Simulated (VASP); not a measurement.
A run of VASP 6.6.1 is set up as follows.

File INCAR:

```
PREC = Accurate
ENCUT = 600
EDIFF = 1E-6
ISMEAR = 0
SIGMA = 0.02
LREAL = False
LASPH = True
NELM = 120
ALGO = Normal
ISIF = 2
LWAVE = False
LCHARG = True
GGA = PS
LELF = True
LVHAR = True
NBANDS = 11
GGA_COMPAT = False
```

File KPOINTS:

```
Automatic mesh
0
Gamma
  8 8 8
```

The input POSCAR:

```
MgO
1.0
    0.0000000000      2.1073780802      2.1073780802
    2.1073780802      0.0000000000      2.1073780802
    2.1073780802      2.1073780802      0.0000000000
Mg O
1 1
Direct
    0.0000000000      0.0000000000      0.0000000000
    0.5000000000      0.5000000000      0.5000000000
```

Potentials or basis: VASP PAW PBE potentials, release 64 (Mg, O).

Launch:

```console
$ cat potpaw_PBE.64/Mg/POTCAR potpaw_PBE.64/O/POTCAR > POTCAR
$ mpirun -np 1 vasp_std > vasp.out
```

Estimate the band gap on the k mesh.

4.62 eV, direct.

Predict the pressure.

-0.8 GPa.

Caveat: the PAW data sets were made with another functional, which shifts forces and pressure a little.
